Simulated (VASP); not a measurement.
Write the native input for VASP 6.6.1 that does the following.

```yaml
Task: single point
Functional: PBEsol
Potentials_or_basis: VASP PAW PBE potentials, release 64 (Ta_pv, N)
Cutoff: 520 eV
k_mesh: 11 × 11 × 10
Occupations: fermi-dirac, width 0.1 eV
Spin: no spin polarisation
Dipole_correction: no
Further_INCAR_settings: ALGO = Normal; EDIFF = 1e-06; NBANDS = 15
```

The structure of TaN lies in POSCAR:

```
TaN
1.0
    2.9380000000      0.0000000000      0.0000000000
   -1.4690000000      2.5443826400      0.0000000000
    0.0000000000      0.0000000000      2.8830000000
Ta N
1 1
Direct
    0.3333333333      0.6666666667      0.5000000000
    0.0000000000      0.0000000000      0.0000000000
```

The input as run:

INCAR

```
PREC = Accurate
ENCUT = 520
EDIFF = 1E-6
ISMEAR = -1
SIGMA = 0.1
LREAL = F
LASPH = T
NELM = 80
ALGO = Normal
ISIF = 2
LWAVE = F
LCHARG = T
GGA = PS
LELF = T
LVHAR = T
NBANDS = 15
```

KPOINTS

```
regular mesh
0
Gamma
  11 11 10
```

Potentials or basis: VASP PAW PBE potentials, release 64 (Ta_pv, N).

Launch:

```console
$ cat potpaw_PBE.64/Ta_pv/POTCAR potpaw_PBE.64/N/POTCAR > POTCAR
$ mpirun -np 1 vasp_std > vasp.out
```

Results of the run:

```json
{
 "Pressure": "-4.1 GPa",
 "Band gap on the k mesh": "zero (band 8 reaches 8.49 eV, above the bottom of band 9 at 7.99 eV)"
}
```

Caveat: the PAW data sets were made with another functional, which shifts forces and pressure a little; spin-orbit coupling is left out, which moves the levels of the heavy elements.

Wall time 19 s on 1 thread of Intel(R) Xeon(R) 6975P-C (Granite Rapids), with other jobs on the host, peak memory 0.15 GiB.
